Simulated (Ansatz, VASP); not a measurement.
# Two plane-wave programs on As

```xyz
4
Lattice="3.5713 0.0000 0.0000 -1.7857 3.0929 0.0000 0.0000 0.0000 20.2953" Properties=species:S:1:pos:R:3 pbc="T T T"
As    0.0000    2.0619    5.8976
As    1.7857    1.0310    4.5000
As    2.3809    1.0310   10.4853
As    0.5952    2.0619    9.0876
```

Alike in both runs: task single point; functional PBE; dispersion D3(BJ); k mesh 9 × 9 × 1; occupations gaussian, width 0.05 eV; no spin polarisation.

|  | VASP | Ansatz |
| --- | --- | --- |
| version | VASP 6.6.1 | Ansatz 0.2.0 |
| potentials or method | VASP PAW PBE potentials, release 64 (As), cutoff 520 eV | scalar-relativistic, plane waves, PAW |
| valence electrons in the cell | 20 | 60 |

|  | VASP | Ansatz | Ansatz less VASP |
| --- | --- | --- | --- |
| gap on the k mesh at the Fermi level (eV) | 0.68 | 0.70 | +0.023 |
| least direct gap on the mesh (eV) | 1.23 | 1.26 | +0.023 |
| rms of the force components (eV/Å) | 0.112 | 0.127 | +0.0150 |

Atom by atom the forces differ by 0.053 eV/Å (rms over components). VASP's potentials hold 20 valence electrons a cell and Ansatz's 60, so a difference there can come from the potentials and not from the codes.
